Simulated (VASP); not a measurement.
Input of a VASP 6.6.1 run:

The input INCAR:

```
  PREC = Accurate
  ENCUT = 520
  EDIFF = 1E-7
  ISMEAR = 0
  SIGMA = 0.1
  LREAL = False
  LASPH = True
  NELM = 100
  ALGO = Fast
  ISIF = 2
  LWAVE = False
  LCHARG = True
  GGA = PE
  LELF = True
  LVHAR = True
  NBANDS = 61
```

The input KPOINTS:

```
regular mesh
0
Gamma
  6 6 2
```

The input POSCAR:

```
BaTaBi2
1.0
    5.3645210900      0.0000000000      0.0000000000
   -2.6822605500      4.6458115500      0.0000000000
    0.0000000000      0.0000000000     10.9570255600
Ba Ta Bi
2 2 4
Direct
    0.0000000000      0.0000000000      0.8246069500
    0.0000000000      0.0000000000      0.1753930500
    0.3333333300      0.6666666700      0.0000000000
    0.6666666700      0.3333333300      0.0000000000
    0.3333333300      0.6666666700      0.5000000000
    0.6666666700      0.3333333300      0.5000000000
    0.0000000000      0.0000000000      0.5962240700
    0.0000000000      0.0000000000      0.4037759300
```

Potentials or basis: VASP PAW PBE potentials, release 64 (Ba_sv, Ta_pv, Bi_d).

Run with:

```sh
$ cat potpaw_PBE.64/Ba_sv/POTCAR potpaw_PBE.64/Ta_pv/POTCAR potpaw_PBE.64/Bi_d/POTCAR > POTCAR
$ mpirun -np 1 vasp_std > vasp.out
```

(1) Predict the largest force.

(2) What does it give for the pressure?

Results:

(1) 16.862 eV/Å.

(2) 23.7 GPa.

Caveat: forces of over 1 eV/Å act on the atoms, so gaps and moduli don't describe the material at rest.
